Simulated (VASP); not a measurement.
## C18N: single point with LDA

System: C18N, a slab with vacuum.

```
C N
1.0
     7.39800    0.00000    0.00000
    -3.69900    6.40686    0.00000
     0.00000    0.00000   11.00000
C N
18 1
Direct
  0.99681 0.99722 0.08933
  0.21951 0.10883 0.08580
  0.99686 0.32945 0.08325
  0.21843 0.44073 0.08324
  0.99578 0.66135 0.08590
  0.21848 0.77296 0.08937
  0.33060 0.99722 0.08932
  0.55008 0.11048 0.09127
  0.32947 0.32873 0.08448
  0.55250 0.44073 0.08322
  0.32469 0.65969 0.09130
  0.54781 0.76542 0.11791
  0.66746 0.00473 0.11792
  0.89060 0.11048 0.09129
  0.66279 0.32945 0.08324
  0.88583 0.44146 0.08454
  0.66520 0.65969 0.09127
  0.88469 0.77296 0.08935
  0.60763 0.88506 0.22800
```

```json
{
 "Program": "VASP 6.6.1",
 "Task": "single point",
 "Functional": "LDA",
 "Potentials or basis": "VASP PAW LDA potentials, release 64 (C, N)",
 "Cutoff": "520 eV",
 "k mesh": "2 × 2 × 1",
 "Occupations": "gaussian, width 0.05 eV",
 "Spin": "collinear spin, ferromagnetic start",
 "Starting moments": "[0.0, 0.0, 0.0, 0.0, 0.0, 0.0, 0.0, 0.0, 0.0, 0.0, 0.0, 0.0, 0.0, 0.0, 0.0, 0.0, 0.0, 0.0, 1.0] μB"
}
```

The largest force is 0.256 eV/Å, the net moment is 0.50 μB per cell and the site moments are C -0.00, +0.00, +0.01 (each value once); N +0.32 μB. The valence electrons inside the program's atomic spheres are C 2.64, 2.65, 2.63 (each value once); N 3.68.

Forces in eV/Å, atoms in the order of the input:
```
C    0.002  0.005  0.003
C    0.001  0.004 -0.001
C   -0.001  0.007 -0.006
C   -0.003 -0.012 -0.006
C    0.001 -0.003 -0.007
C    0.008 -0.014  0.001
C   -0.004  0.006  0.002
C    0.011 -0.012 -0.005
C   -0.010 -0.002  0.003
C   -0.005 -0.005 -0.006
C    0.002  0.012 -0.011
C    0.004 -0.096 -0.098
C   -0.004  0.103 -0.103
C   -0.006 -0.009 -0.010
C    0.003  0.008 -0.005
C    0.005 -0.005  0.002
C   -0.008  0.009 -0.008
C    0.003  0.003  0.001
N    0.000  0.001  0.256
```

Levels at points of the mesh, in eV from the Fermi level:
Spin up:
| k point | band 36 | band 37 | band 38 | band 39 | band 40 | band 41 | band 42 | band 43 |
| --- | --- | --- | --- | --- | --- | --- | --- | --- |
| (0.00, 0.00, 0.00) | -2.76 | -0.73 | -0.32 | 0.28 | 0.33 | 1.62 | 3.86 | 4.05 |
| (0.50, 0.00, 0.00) | -2.20 | -1.95 | -1.11 | -0.71 | 1.90 | 2.41 | 2.81 | 2.82 |
| (0.00, 0.50, 0.00) | -2.20 | -2.04 | -0.55 | -0.50 | 1.14 | 2.37 | 2.73 | 3.19 |
| (0.50, 0.50, 0.00) | -2.20 | -1.95 | -1.11 | -0.71 | 1.90 | 2.41 | 2.81 | 2.82 |
Spin down:
```csv
k point,band 35,band 36,band 37,band 38,band 39,band 40,band 41,band 42
"(0.00, 0.00, 0.00)",-2.75,-2.71,-0.26,-0.04,0.29,0.44,1.66,3.90
"(0.50, 0.00, 0.00)",-2.32,-2.19,-1.84,-1.05,-0.01,1.93,2.47,2.82
"(0.00, 0.50, 0.00)",-2.34,-2.20,-1.91,-0.44,0.18,1.18,2.37,2.72
"(0.50, 0.50, 0.00)",-2.32,-2.19,-1.84,-1.05,-0.01,1.93,2.47,2.82
```

Run time: 8.7 min on 1 thread of AMD EPYC 7R43 64-Core Processor (Zen 3), with other jobs on the host, peak memory 0.47 GiB.

Caveat: the k points lie up to 0.49 Å⁻¹ apart; there is no dipole correction, which matters where the two faces differ.
